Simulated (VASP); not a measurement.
Set up this calculation in VASP 6.6.1, as the native input.

| Property | Result |
| --- | --- |
| Task | electric field gradients |
| Functional | LDA |
| Potentials or basis | VASP PAW LDA potentials, release 64 (Hf_pv, B) |
| Cutoff | 520 eV |
| k mesh | 15 × 15 × 15 |
| Occupations | fermi-dirac, width 0.05 eV |
| Spin | no spin polarisation |
| Dipole correction | no |
| Further INCAR settings | ALGO = Normal; EDIFF = 1e-08; NBANDS = 14 |

The structure of HfB lies in POSCAR:

```
HfB
1.0
    0.0000000000      2.3252984591      2.3252984591
    2.3252984591      0.0000000000      2.3252984591
    2.3252984591      2.3252984591      0.0000000000
Hf B
1 1
Direct
    0.5000000000      0.5000000000      0.5000000000
    0.0000000000      0.0000000000      0.0000000000
```

These files were run (other wordings do the same):

INCAR

```
SYSTEM = HfB
PREC = Accurate
ENCUT = 520
EDIFF = 1E-8
ISMEAR = -1
SIGMA = 0.05
LREAL = .False.
LASPH = .True.
NELM = 60
ALGO = Normal
ISIF = 2
LWAVE = .False.
LCHARG = .False.
LEFG = .True.
NBANDS = 14
```

KPOINTS

```
Automatic mesh
0
Gamma
  15 15 15
  0 0 0
```

Potentials or basis: VASP PAW LDA potentials, release 64 (Hf_pv, B).

The run is started by

```bash
$ cat potpaw_LDA.64/Hf_pv/POTCAR potpaw_LDA.64/B/POTCAR > POTCAR
$ mpirun -np 1 vasp_std > vasp.out
```

It gave:

```
Pressure                                : 14.9 GPa
Band gap on the k mesh                  : zero (an odd number of electrons rules out a gap without spin polarisation)
Largest electric field gradient by atom : zero within the noise of the run
```

Caveat: the cell stands under pressure; spin-orbit coupling is left out, which moves the levels of the heavy elements.

Run time: 22 s on 1 thread of Intel(R) Xeon(R) Platinum 8375C CPU @ 2.90GHz (Ice Lake) (shared host), peak memory 0.16 GiB.
